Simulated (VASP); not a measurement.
# Sr3TiO (Pm-3m) in VASP: single point with PBE

Aim: the single point of Sr3TiO with PBE.

Everything below comes from runs of VASP 6.6.1. Logs are shortened: lines on timing, memory, paths and dates and some standing lists are left out, and cuts for length are marked.

### Step 1. The cell of the first run

It takes space group Pm-3m (No. 221, cubic). The conventional cell has a = 5.270 Å, b = 5.270 Å, c = 5.270 Å, α = 90.00°, β = 90.00°, γ = 90.00°. Sr (site symmetry 4/mmm) has 2 O at 2.64 Å within 3.5 Å. Ti (site symmetry m-3m) has 12 Sr at 3.73 Å and 8 O at 4.56 Å within 4.9 Å. Within 3.5 Å of O (site symmetry m-3m) lie 6 Sr at 2.64 Å.

### Step 2. Single point, PBE, collinear spin

The input, INCAR:

```
SYSTEM = Sr3TiO
PREC = Accurate ; ENCUT = 520
EDIFF = 1E-7 ; ISMEAR = 0
SIGMA = 0.1 ; LREAL = .False.
LASPH = .True. ; NELM = 150
ALGO = Normal ; ISIF = 2
LWAVE = .False. ; LCHARG = .False.
ISPIN = 2 ; MAGMOM = 0 0 0 2.56 0
LORBIT = 11 ; LMAXMIX = 4
GGA = PE ; NBANDS = 36
```

The input, KPOINTS:

```
regular mesh
0
Gamma
  8 8 8
  0 0 0
```

The input, POSCAR:

```
Sr3TiO
1.0
    5.2703418648      0.0000000000      0.0000000000
    0.0000000000      5.2703418648      0.0000000000
    0.0000000000      0.0000000000      5.2703418648
Sr Ti O
3 1 1
Direct
    0.0000000000      0.5000000000      0.5000000000
    0.5000000000      0.0000000000      0.5000000000
    0.5000000000      0.5000000000      0.0000000000
    0.0000000000      0.0000000000      0.0000000000
    0.5000000000      0.5000000000      0.5000000000
```

Potentials or basis: VASP PAW PBE potentials, release 64 (Sr_sv, Ti_sv, O).

Command:

```sh
$ cat potpaw_PBE.64/Sr_sv/POTCAR potpaw_PBE.64/Ti_sv/POTCAR potpaw_PBE.64/O/POTCAR > POTCAR
$ mpirun -np 1 vasp_std > vasp.out
```

OUTCAR:

```text
SYSTEM = Sr3TiO
   PREC = Accurate
   ENCUT = 520
   EDIFF = 1E-7
   ISMEAR = 0
   LREAL = .False.
   LASPH = .True.
   NELM = 150
   ISIF = 2
   ISPIN = 2
   LORBIT = 11
   GGA = PE

 ion  position               nearest neighbor table
   1  0.000  0.500  0.500-   5 2.64   5 2.64   4 3.73   2 3.73   3 3.73   4 3.73   2 3.73   4 3.73
                             4 3.73   2 3.73   3 3.73   3 3.73   3 3.73   2 3.73
   2  0.500  0.000  0.500-   5 2.64   5 2.64   4 3.73   1 3.73   3 3.73   4 3.73   1 3.73   3 3.73
                             3 3.73   3 3.73   1 3.73   4 3.73   4 3.73   1 3.73
   3  0.500  0.500  0.000-   5 2.64   5 2.64   4 3.73   1 3.73   1 3.73   2 3.73   2 3.73   2 3.73
                             4 3.73   2 3.73   1 3.73   4 3.73   1 3.73   4 3.73
   4  0.000  0.000  0.000-   1 3.73   2 3.73   3 3.73   1 3.73   2 3.73   1 3.73   3 3.73   1 3.73
                             2 3.73   3 3.73   2 3.73   3 3.73
   5  0.500  0.500  0.500-   1 2.64   2 2.64   3 2.64   3 2.64   2 2.64   1 2.64

  LATTYP: Found a simple cubic cell.
 ALAT       =     5.2703418648

  Lattice vectors:

 A1 = (   5.2703418648,   0.0000000000,   0.0000000000)
 A2 = (   0.0000000000,   5.2703418648,   0.0000000000)
 A3 = (   0.0000000000,   0.0000000000,   5.2703418648)

Analysis of symmetry for initial positions (statically):
=====================================================================
 Subroutine PRICEL returns:
 Original cell was already a primitive cell.

 Routine SETGRP: Setting up the symmetry group for a
 simple cubic supercell.

 Subroutine GETGRP returns: Found 48 space group operations
 (whereof 48 operations were pure point group operations)
 out of a pool of 48 trial point group operations.

The static configuration has the point symmetry O_h .

Analysis of symmetry for dynamics (positions and initial velocities):
=====================================================================
 Subroutine PRICEL returns:
 Original cell was already a primitive cell.

 Routine SETGRP: Setting up the symmetry group for a
 simple cubic supercell.

 Subroutine GETGRP returns: Found 48 space group operations
 (whereof 48 operations were pure point group operations)
 out of a pool of 48 trial point group operations.

The dynamic configuration has the point symmetry O_h .

Analysis of structural, dynamic, and magnetic symmetry:
=====================================================================
 Subroutine PRICEL returns:
 Original cell was already a primitive cell.

 Routine SETGRP: Setting up the symmetry group for a
 simple cubic supercell.

 Subroutine GETGRP returns: Found 48 space group operations
 (whereof 48 operations were pure point group operations)
 out of a pool of 48 trial point group operations.

The overall configuration has the point symmetry O_h .

 Subroutine INISYM returns: Found 48 space group operations
 (whereof 48 operations are pure point group operations),
 and found     1 'primitive' translations

----------------------------------------------------------------------------------------

                                     Primitive cell

  volume of cell :     146.3917

  direct lattice vectors                    reciprocal lattice vectors
     5.270341865  0.000000000  0.000000000     0.189741012  0.000000000  0.000000000
     0.000000000  5.270341865  0.000000000     0.000000000  0.189741012  0.000000000
     0.000000000  0.000000000  5.270341865     0.000000000  0.000000000  0.189741012

  length of vectors
     5.270341865  5.270341865  5.270341865     0.189741012  0.189741012  0.189741012

  position of ions in fractional coordinates (direct lattice)
     0.000000000  0.500000000  0.500000000
     0.500000000  0.000000000  0.500000000
     0.500000000  0.500000000  0.000000000
     0.000000000  0.000000000  0.000000000
     0.500000000  0.500000000  0.500000000

  ion indices of the primitive-cell ions
   primitive index   ion index
                 1           1
                 2           2
                 3           3
                 4           4
                 5           5

[... 23 lines left out ...]

 Found     35 irreducible k-points:

 Following reciprocal coordinates:
            Coordinates               Weight
  0.000000  0.000000  0.000000      1.000000
  0.125000  0.000000  0.000000      6.000000
  0.250000  0.000000  0.000000      6.000000
  0.375000  0.000000  0.000000      6.000000
  0.500000  0.000000  0.000000      3.000000
  0.125000  0.125000  0.000000     12.000000
[... 16 lines left out ...]
  0.375000  0.375000  0.125000     24.000000
  0.500000  0.375000  0.125000     24.000000
 [... further k-points ...]
   k-points           NKPTS =     35   k-points in BZ     NKDIM =     35   number of bands    NBANDS=     36
   number of dos      NEDOS =    301   number of ions     NIONS =      5
   total plane-waves  NPLWV =  64000
   dimension x,y,z NGX =    40 NGY =   40 NGZ =   40
   dimension x,y,z NGXF=    80 NGYF=   80 NGZF=   80
   ions per type =               3   1   1
   NGX,Y,Z   is equivalent  to a cutoff of  12.62, 12.62, 12.62 a.u.
   NGXF,Y,Z  is equivalent  to a cutoff of  25.23, 25.23, 25.23 a.u.
 SYSTEM =  Sr3TiO
   PREC   = accura    normal or accurate (medium, high low for compatibility)
   ISTART =      0    job   : 0-new  1-cont  2-samecut
   ICHARG =      2    charge: 1-file 2-atom 10-const
   ISPIN  =      2    spin polarized calculation?
   LNONCOLLINEAR =      F non collinear calculations
   LSORBIT =      F    spin-orbit coupling
   LASPH  =      T    aspherical Exc in radial PAW
   ENCUT  =  520.0 eV  38.22 Ry    6.18 a.u.   9.80  9.80  9.80*2*pi/ulx,y,z
   NELM   =    150;   NELMIN=  2; NELMDL= -5     # of ELM steps
   EDIFF  = 0.1E-06   stopping-criterion for ELM
   LREAL  =      F    real-space projection
   EDIFFG = 0.1E-05   stopping-criterion for IOM
   NSW    =      0    number of steps for IOM
   IBRION =     -1    ionic relax: 0-MD 1-quasi-New 2-CG
   NFREE  =      0    steps in history (QN), initial steepest desc. (CG)
   ISIF   =      2    stress and relaxation
   ISYM   =      2    0-nonsym 1-usesym 2-fastsym
   POTIM  = 0.5000    time-step for ionic-motion
   TEBEG  =    0.0;   TEEND  =   0.0 temperature during run
   PSTRESS=    0.0 pullay stress
   NELECT =      48.0000    total number of electrons
   NUPDOWN=      -1.0000    fix difference up-down
   EMIN   =  10.00;   EMAX   =-10.00  energy-range for DOS
   EFERMI =   0.00;   METHOD = LEGACY
   ISMEAR =     0;   SIGMA  =   0.10  broadening in eV -4-tet -1-fermi 0-gaus
   EFERMI_NEDOS =   21; number of points for ismear=-14 and -15
   IALGO  =     38    algorithm
   IMIX   =      4    mixing-type and parameters
     AMIX     =   0.40;   BMIX     =  1.00
     AMIX_MAG =   1.60;   BMIX_MAG =  1.00
  volume/ion in A,a.u.               =      29.28       197.58
  Fermi-wavevector in a.u.,A,eV,Ry     =   1.128885  2.133284 17.339018  1.274382
  Thomas-Fermi vector in A             =   2.265577
   LORBIT       =     11    0 simple, 1 ext, 2 COOP (PROOUT), +10 PAW based schemes
   GGA     = PE    functional components
   LHFCALC =     F    Hartree Fock is set to
   AEXX    =    0.0000 exact exchange contribution
   IVDW    =     0    specifies the selected vdW correction
   LEPSILON=     F    determine dielectric tensor
   LRPA    =     F    only Hartree local field effects (RPA)
 spin polarized calculation
 Gauss-broadening in eV      SIGMA  =   0.10
  energy-cutoff  :      520.00
  volume of cell :      146.39
 maximum number of plane-waves:      3956
 NGX is ok and might be reduce to    40
   NGX = 19   NGY = 19   NGZ = 19

 number of electron      47.9999996 magnetization       3.5581931

 Free energy of the ion-electron system (eV)
  ---------------------------------------------------
  ext. energy  EPLUGINS =         0.00000000
  ---------------------------------------------------
  free energy    TOTEN  =       -20.85443432 eV

  energy without entropy =      -20.81374098  energy(sigma->0) =      -20.83408765

 E-fermi :   3.0928     XC(G=0):  -8.8279

 val. band max:        3.0886311120   @ k =   0.5000   0.2500   0.1250
 cond. band min:       3.0936267220   @ k =   0.5000   0.2500   0.2500
 fundamental gap:      0.0049956100
 Fermi energy:         3.0928399209

 spin component 1

 k-point     1 :       0.0000    0.0000    0.0000
  band No.  band energies     occupation
      1     -54.2573      1.00000
      2     -32.4334      1.00000
      3     -32.3443      1.00000
      4     -32.3443      1.00000
      5     -30.5451      1.00000
      6     -30.5451      1.00000
[... 925 lines left out ...]
     35       6.8189      0.00000
     36       7.0577      0.00000

 [... further k-points ...]

 spin component 2

 k-point     1 :       0.0000    0.0000    0.0000
  band No.  band energies     occupation
      1     -52.5628      1.00000
      2     -32.3832      1.00000
      3     -32.2950      1.00000
      4     -32.2950      1.00000
      5     -28.8473      1.00000
      6     -28.8473      1.00000
[... 925 lines left out ...]
     35       7.2714      0.00000
     36       7.4645      0.00000

 [... further k-points ...]
[... 5 lines left out ...]
  --------------------------------------------------------------------------------------
  -------------------------------------------------------------------------------------
  Total        0.1274248      0.1274248      0.1274248     -0.0000000     -0.0000000      0.0000000
  in kB        1.3945953      1.3945953      1.3945953     -0.0000000     -0.0000000      0.0000000
  external PRESSURE =       1.3945953 kB  Pullay stress =       0.0000000 kB

 VOLUME and BASIS-vectors are now :
 -----------------------------------------------------------------------------
  energy-cutoff  :      520.00
  volume of cell :      146.39
      direct lattice vectors                 reciprocal lattice vectors
     5.270341865  0.000000000  0.000000000     0.189741012  0.000000000  0.000000000
     0.000000000  5.270341865  0.000000000     0.000000000  0.189741012  0.000000000
     0.000000000  0.000000000  5.270341865     0.000000000  0.000000000  0.189741012

 POSITION                                       TOTAL-FORCE (eV/Angst)
 -----------------------------------------------------------------------------------
      0.00000      2.63517      2.63517         0.000000      0.000000      0.000000
      2.63517      0.00000      2.63517         0.000000      0.000000      0.000000
      2.63517      2.63517      0.00000         0.000000      0.000000      0.000000
      0.00000      0.00000      0.00000         0.000000      0.000000      0.000000
      2.63517      2.63517      2.63517         0.000000      0.000000      0.000000
 -----------------------------------------------------------------------------------
    total drift:                                0.000000      0.000000     -0.000000

  FREE ENERGIE OF THE ION-ELECTRON SYSTEM (eV)
  ---------------------------------------------------
  free  energy   TOTEN  =       -20.8544343219 eV

  energy  without entropy=      -20.8137409755  energy(sigma->0) =      -20.83408765

 total charge

# of ion       s       p       d       tot
------------------------------------------
    1        2.042   5.747   0.227   8.016
    2        2.042   5.747   0.227   8.016
    3        2.042   5.747   0.227   8.016
    4        2.204   5.998   1.926  10.128
    5        1.555   3.385   0.000   4.940
--------------------------------------------------
tot          9.885  26.624   2.607  39.116

 magnetization (x)

# of ion       s       p       d       tot
------------------------------------------
    1        0.005   0.015   0.055   0.075
    2        0.005   0.015   0.055   0.075
    3        0.005   0.015   0.055   0.075
    4        0.028   0.032   1.744   1.804
    5        0.001   0.026   0.000   0.027
--------------------------------------------------
tot          0.043   0.104   1.910   2.057
```

Run time: 6.5 min. Hardware: 1 thread of Intel Xeon 6975P-C (Granite Rapids), shared host; peak memory 0.47 GiB.

Results:

- Free energy: -20.8544 eV
- Pressure: 0.1 GPa
- Net moment: 3.56 μB per cell
- Site moments: Sr +0.07; Ti +1.80; O +0.03 μB
- Valence electrons inside the program's atomic spheres: Sr 8.02; Ti 10.13; O 4.94
